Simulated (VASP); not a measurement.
Set up this calculation in VASP 6.6.1, as the native input.

* Task: single point
* Functional: PBEsol
* Potentials or basis: VASP PAW PBE potentials, release 64 (In_d, Sb)
* Cutoff: 520 eV
* k mesh: 8 × 8 × 8
* Occupations: gaussian, width 0.15 eV
* Spin: no spin polarisation
* Dipole correction: no
* Further INCAR settings: ALGO = Normal; EDIFF = 1e-07; NBANDS = 22

The structure of InSb3 lies in POSCAR:

```
InSb3
1.0
    4.7284623064     -0.1104095949     -0.1104095949
   -0.1104095949      4.7284623064     -0.1104095949
   -0.1104095949     -0.1104095949      4.7284623064
In Sb
1 3
Direct
    0.0000000000      0.0000000000      0.0000000000
    0.5000000000      0.0000000000      0.5000000000
    0.0000000000      0.5000000000      0.5000000000
    0.5000000000      0.5000000000      0.0000000000
```

The input as run:

INCAR

```
  ALGO = Normal
  EDIFF = 1E-7
  ENCUT = 520
  GGA = PS
  ISIF = 2
  ISMEAR = 0
  LASPH = True
  LCHARG = True
  LELF = True
  LREAL = False
  LVHAR = True
  LWAVE = False
  NBANDS = 22
  NELM = 80
  PREC = Accurate
  SIGMA = 0.15
```

KPOINTS

```
k-points
0
Gamma
  8 8 8
```

Potentials or basis: VASP PAW PBE potentials, release 64 (In_d, Sb).

Command:

```sh
$ cat potpaw_PBE.64/In_d/POTCAR potpaw_PBE.64/Sb/POTCAR > POTCAR
$ mpirun -np 1 vasp_std > vasp.out
```

Results of the run:

```yaml
Pressure: 0.3 GPa
Band_gap_on_the_k_mesh: zero (bands 14 and 15 overlap by 4.43 eV)
```

Caveat: the PAW data sets were made with another functional, which shifts forces and pressure a little; spin-orbit coupling is left out, which moves the levels of the heavy elements.

It took 2.7 min on 1 thread of Intel Xeon 8259CL (shared host), peak memory 0.3 GiB.
